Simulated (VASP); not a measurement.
# NaCl in VASP: a series of runs

NaCl is run at these levels: r2SCAN, PBE, HSE06; tasks: single point.

All numbers are computed with VASP 6.6.1; they aren't measurements. Logs are shortened: lines on timing, memory, paths and dates and some standing lists are left out, and cuts for length are marked.

### 1 The cell of the first run

It takes space group I4/mmm (No. 139, tetragonal). The conventional cell has a = 3.964 Å, b = 3.964 Å, c = 5.433 Å, α = 90.00°, β = 90.00°, γ = 90.00°. Within 3.6 Å of Na (site symmetry 4/mmm) lie 6 Cl at 2.72 to 2.80 Å. Cl (site symmetry 4/mmm) has 6 Na at 2.72 to 2.80 Å within 3.6 Å.

### 2 Single point, r2SCAN (uniaxial x strain -3.1%)

Input file POSCAR:

```
NaCl
1.0
    0.0000000000      2.8027319622      2.8027319622
    2.7166880909      0.0000000000      2.8027319622
    2.7166880909      2.8027319622      0.0000000000
Na Cl
1 1
Direct
    0.0000000000      0.0000000000      0.0000000000
    0.5000000000      0.5000000000      0.5000000000
```

Input file INCAR.step1:

```
SYSTEM = NaCl
PREC = Accurate
ENCUT = 520
ISMEAR = 0
SIGMA = 0.01
LREAL = .False.
LASPH = .True.
NELM = 80
NBANDS = 14
GGA = PE
ALGO = Normal
EDIFF = 1E-4
LWAVE = .True.
LCHARG = .False.
```

Input file INCAR.step2:

```
SYSTEM = NaCl
PREC = Accurate
ENCUT = 520
EDIFF = 1E-6
ISMEAR = 0
SIGMA = 0.01
LREAL = .False.
LASPH = .True.
NELM = 80
ALGO = Normal
ISIF = 2
LWAVE = .False.
LCHARG = .False.
METAGGA = R2SCAN
LMIXTAU = .True.
NBANDS = 14
ISTART = 1
```

Input file KPOINTS:

```
regular mesh
0
Gamma
  8 8 8
  0 0 0
```

Potentials or basis: VASP PAW PBE potentials, release 64 (Na_pv, Cl).

On the command line:

```
> cat potpaw_PBE.64/Na_pv/POTCAR potpaw_PBE.64/Cl/POTCAR > POTCAR
> cp INCAR.step1 INCAR
> mpirun -np 1 vasp_std > vasp.out
> cp INCAR.step2 INCAR
> mpirun -np 1 vasp_std > vasp.out
```

OUTCAR:

```text
SYSTEM = NaCl
   PREC = Accurate
   ENCUT = 520
   EDIFF = 1E-6
   ISMEAR = 0
   LREAL = .False.
   LASPH = .True.
   NELM = 80
   ISIF = 2
   METAGGA = R2SCAN
   ISTART = 1

 ion  position               nearest neighbor table
   1  0.000  0.000  0.000-   2 2.72   2 2.72
   2  0.500  0.500  0.500-   1 2.72   1 2.72

  LATTYP: Found a body centered tetragonal cell.
 ALAT       =     3.9636615526
 C/A-ratio  =     1.3707972060

  Lattice vectors:

 A1 = (  -2.7166880909,   0.0000000000,  -2.8027319622)
 A2 = (  -2.7166880909,   0.0000000000,   2.8027319622)
 A3 = (   2.7166880909,   2.8027319622,   0.0000000000)

Analysis of symmetry for initial positions (statically):
=====================================================================
 Subroutine PRICEL returns:
 Original cell was already a primitive cell.

 Routine SETGRP: Setting up the symmetry group for a
 body centered tetragonal supercell.

 Subroutine GETGRP returns: Found 16 space group operations
 (whereof 16 operations were pure point group operations)
 out of a pool of 16 trial point group operations.

The static configuration has the point symmetry D_4h.

Analysis of symmetry for dynamics (positions and initial velocities):
=====================================================================
 Subroutine PRICEL returns:
 Original cell was already a primitive cell.

 Routine SETGRP: Setting up the symmetry group for a
 body centered tetragonal supercell.

 Subroutine GETGRP returns: Found 16 space group operations
 (whereof 16 operations were pure point group operations)
 out of a pool of 16 trial point group operations.

The dynamic configuration has the point symmetry D_4h.

 Subroutine INISYM returns: Found 16 space group operations
 (whereof 16 operations are pure point group operations),
 and found     1 'primitive' translations

----------------------------------------------------------------------------------------

                                     Primitive cell

  volume of cell :      42.6808

  direct lattice vectors                    reciprocal lattice vectors
     0.000000000  2.802731962  2.802731962    -0.184047628  0.178397366  0.178397366
     2.716688091  0.000000000  2.802731962     0.184047628 -0.178397366  0.178397366
     2.716688091  2.802731962  0.000000000     0.184047628  0.178397366 -0.178397366

  length of vectors
     3.963661553  3.903293563  3.903293563     0.312289561  0.312289561  0.312289561

  position of ions in fractional coordinates (direct lattice)
     0.000000000  0.000000000  0.000000000
     0.500000000  0.500000000  0.500000000

  ion indices of the primitive-cell ions
   primitive index   ion index
                 1           1
                 2           2

----------------------------------------------------------------------------------------

 KPOINTS: regular mesh

Automatic generation of k-mesh.
 Grid dimensions read from file:
 generate k-points for:    8    8    8

 Generating k-lattice:

  Cartesian coordinates                     Fractional coordinates (reciprocal lattice)
    -0.023005954  0.022299671  0.022299671     0.125000000  0.000000000  0.000000000
     0.023005954 -0.022299671  0.022299671     0.000000000  0.125000000  0.000000000
     0.023005954  0.022299671 -0.022299671     0.000000000  0.000000000  0.125000000

  Length of vectors
     0.039036195  0.039036195  0.039036195

  Shift w.r.t. Gamma in fractional coordinates (k-lattice)
     0.000000000  0.000000000  0.000000000

 Subroutine IBZKPT returns following result:
 ===========================================

 Found     59 irreducible k-points:

 Following reciprocal coordinates:
            Coordinates               Weight
  0.000000  0.000000  0.000000      1.000000
  0.125000  0.000000  0.000000      8.000000
  0.250000  0.000000  0.000000      8.000000
  0.375000  0.000000  0.000000      8.000000
  0.500000  0.000000  0.000000      4.000000
  0.125000  0.125000  0.000000      4.000000
[... 16 lines left out ...]
  0.250000  0.125000  0.125000      4.000000
  0.375000  0.125000  0.125000      8.000000
 [... further k-points ...]
   k-points           NKPTS =     59   k-points in BZ     NKDIM =     59   number of bands    NBANDS=     14
   number of dos      NEDOS =    301   number of ions     NIONS =      2
   total plane-waves  NPLWV =  27000
   dimension x,y,z NGX =    30 NGY =   30 NGZ =   30
   dimension x,y,z NGXF=    60 NGYF=   60 NGZF=   60
   ions per type =               1   1
   NGX,Y,Z   is equivalent  to a cutoff of  12.58, 12.78, 12.78 a.u.
   NGXF,Y,Z  is equivalent  to a cutoff of  25.17, 25.55, 25.55 a.u.
 SYSTEM =  NaCl
   PREC   = accura    normal or accurate (medium, high low for compatibility)
   ISTART =      1    job   : 0-new  1-cont  2-samecut
   ICHARG =      0    charge: 1-file 2-atom 10-const
   ISPIN  =      1    spin polarized calculation?
   LNONCOLLINEAR =      F non collinear calculations
   LSORBIT =      F    spin-orbit coupling
   LASPH  =      T    aspherical Exc in radial PAW
   ENCUT  =  520.0 eV  38.22 Ry    6.18 a.u.   7.37  7.26  7.26*2*pi/ulx,y,z
   NELM   =     80;   NELMIN=  2; NELMDL=  0     # of ELM steps
   EDIFF  = 0.1E-05   stopping-criterion for ELM
   LREAL  =      F    real-space projection
   EDIFFG = 0.1E-04   stopping-criterion for IOM
   NSW    =      0    number of steps for IOM
   IBRION =     -1    ionic relax: 0-MD 1-quasi-New 2-CG
   NFREE  =      0    steps in history (QN), initial steepest desc. (CG)
   ISIF   =      2    stress and relaxation
   ISYM   =      2    0-nonsym 1-usesym 2-fastsym
   POTIM  = 0.5000    time-step for ionic-motion
   TEBEG  =    0.0;   TEEND  =   0.0 temperature during run
   PSTRESS=    0.0 pullay stress
   NELECT =      14.0000    total number of electrons
   NUPDOWN=      -1.0000    fix difference up-down
   EMIN   =  10.00;   EMAX   =-10.00  energy-range for DOS
   EFERMI =   0.00;   METHOD = LEGACY
   ISMEAR =     0;   SIGMA  =   0.01  broadening in eV -4-tet -1-fermi 0-gaus
   EFERMI_NEDOS =   21; number of points for ismear=-14 and -15
   IALGO  =     38    algorithm
   IMIX   =      4    mixing-type and parameters
     AMIX     =   0.40;   BMIX     =  1.00
     AMIX_MAG =   1.60;   BMIX_MAG =  1.00
  volume/ion in A,a.u.               =      21.34       144.01
  Fermi-wavevector in a.u.,A,eV,Ry     =   1.129033  2.133563 17.343550  1.274715
  Thomas-Fermi vector in A             =   2.265725
   LORBIT       =      0    0 simple, 1 ext, 2 COOP (PROOUT), +10 PAW based schemes
   METAGGA = R2SCAN    functional components
   LHFCALC =     F    Hartree Fock is set to
   AEXX    =    0.0000 exact exchange contribution
   IVDW    =     0    specifies the selected vdW correction
   LEPSILON=     F    determine dielectric tensor
   LRPA    =     F    only Hartree local field effects (RPA)
 non-spin polarized calculation
 Gauss-broadening in eV      SIGMA  =   0.01
  energy-cutoff  :      520.00
  volume of cell :       42.68
 maximum number of plane-waves:      1187
 NGX is ok and might be reduce to    30
   NGX = 15   NGY = 15   NGZ = 15

 number of electron      14.0000006 magnetization

 Free energy of the ion-electron system (eV)
  ---------------------------------------------------
  ext. energy  EPLUGINS =         0.00000000
  ---------------------------------------------------
  free energy    TOTEN  =       -13.78274378 eV

  energy without entropy =      -13.78274378  energy(sigma->0) =      -13.78274378

 E-fermi :  -0.7576     XC(G=0):  -8.8766

 val. band max:       -0.8625730558   @ k =   0.0000   0.0000   0.0000
 cond. band min:       5.2628012470   @ k =   0.0000   0.0000   0.0000
 fundamental gap:      6.1253743029
 Fermi energy:        -0.7576043406

 k-point     1 :       0.0000    0.0000    0.0000
  band No.  band energies     occupation
      1     -22.3002      2.00000
      2     -22.2999      2.00000
      3     -22.2985      2.00000
      4     -14.2115      2.00000
      5      -0.8842      2.00000
      6      -0.8626      2.00000
      7      -0.8626      2.00000
      8       5.2628      0.00000
      9      10.8600      0.00000
     10      10.8600      0.00000
     11      11.1011      0.00000
     12      13.0487      0.00000
     13      13.4498      0.00000
     14      14.9599      0.00000

 k-point     2 :       0.1250    0.0000    0.0000
  band No.  band energies     occupation
      1     -22.3049      2.00000
      2     -22.3004      2.00000
      3     -22.2994      2.00000
      4     -14.1565      2.00000
      5      -1.2568      2.00000
      6      -0.9196      2.00000
      7      -0.9150      2.00000
      8       5.7714      0.00000
      9      10.4026      0.00000
     10      11.0738      0.00000
     11      11.2525      0.00000
     12      12.8756      0.00000
     13      13.2211      0.00000
     14      16.0136      0.00000

 k-point     3 :       0.2500    0.0000    0.0000
  band No.  band energies     occupation
      1     -22.3178      2.00000
      2     -22.3015      2.00000
      3     -22.3000      2.00000
      4     -14.0196      2.00000
      5      -2.0388      2.00000
      6      -1.0370      2.00000
      7      -1.0212      2.00000
      8       6.7226      0.00000
      9       9.9703      0.00000
     10      11.2138      0.00000
     11      11.5022      0.00000
     12      13.2287      0.00000
     13      13.3702      0.00000
     14      16.2641      0.00000
[... 324 lines left out ...]
 k-point    23 :       0.2500    0.1250    0.1250
  band No.  band energies     occupation
      1     -22.3106      2.00000
      2     -22.3015      2.00000
      3     -22.3004      2.00000
      4     -14.0805      2.00000
      5      -1.6331      2.00000
      6      -1.1200      2.00000
      7      -0.9562      2.00000
      8       6.4610      0.00000
      9       9.9010      0.00000
     10      11.4204      0.00000
     11      11.4238      0.00000
     12      12.2647      0.00000
     13      13.6209      0.00000
     14      17.2674      0.00000

 k-point    24 :       0.3750    0.1250    0.1250
  band No.  band energies     occupation
      1     -22.3210      2.00000
      2     -22.3037      2.00000
      3     -22.3015      2.00000
      4     -13.9462      2.00000
      5      -2.2509      2.00000
      6      -1.3092      2.00000
      7      -1.0767      2.00000
      8       7.3591      0.00000
      9       9.7995      0.00000
     10      11.0110      0.00000
     11      11.4747      0.00000
     12      12.7671      0.00000
     13      14.7923      0.00000
     14      17.2159      0.00000

 [... further k-points ...]

------------------------ aborting loop because EDIFF is reached ----------------------------------------

  FORCE on cell =-STRESS in cart. coord.  units (eV):
  Direction    XX          YY          ZZ          XY          YZ          ZX
  --------------------------------------------------------------------------------------
  -------------------------------------------------------------------------------------
  Total        0.5262889      0.0675336      0.0675336     -0.0000000      0.0000000      0.0000000
  in kB       19.7561288      2.5351127      2.5351127     -0.0000000      0.0000000      0.0000000
  external PRESSURE =       8.2754514 kB  Pullay stress =       0.0000000 kB

 VOLUME and BASIS-vectors are now :
 -----------------------------------------------------------------------------
  energy-cutoff  :      520.00
  volume of cell :       42.68
      direct lattice vectors                 reciprocal lattice vectors
     0.000000000  2.802731962  2.802731962    -0.184047628  0.178397366  0.178397366
     2.716688091  0.000000000  2.802731962     0.184047628 -0.178397366  0.178397366
     2.716688091  2.802731962  0.000000000     0.184047628  0.178397366 -0.178397366

 POSITION                                       TOTAL-FORCE (eV/Angst)
 -----------------------------------------------------------------------------------
      0.00000      0.00000      0.00000         0.000000     -0.000000     -0.000000
      2.71669      2.80273      2.80273         0.000000      0.000000      0.000000
 -----------------------------------------------------------------------------------
    total drift:                               -0.000000      0.000000      0.000000

  FREE ENERGIE OF THE ION-ELECTRON SYSTEM (eV)
  ---------------------------------------------------
  free  energy   TOTEN  =       -13.7827437826 eV

  energy  without entropy=      -13.7827437826  energy(sigma->0) =      -13.78274378
```

Wall time 4.1 min (1 thread of Intel Xeon 8259CL, shared host); peak memory 0.18 GiB.

What came out:

```yaml
Free_energy: -13.7827 eV
Pressure: 0.8 GPa
Band_gap_on_the_k_mesh: 6.13 eV
```

Stress tensor (GPa, compression positive):
```
1.98 0.00 0.00
0.00 0.25 0.00
0.00 0.00 0.25
```

Caveat: the cell differs from its parent crystal (uniaxial x strain -3.1%); the PAW data sets were made with another functional, which shifts forces and pressure a little.

(Part 1 of 3 ends here.)
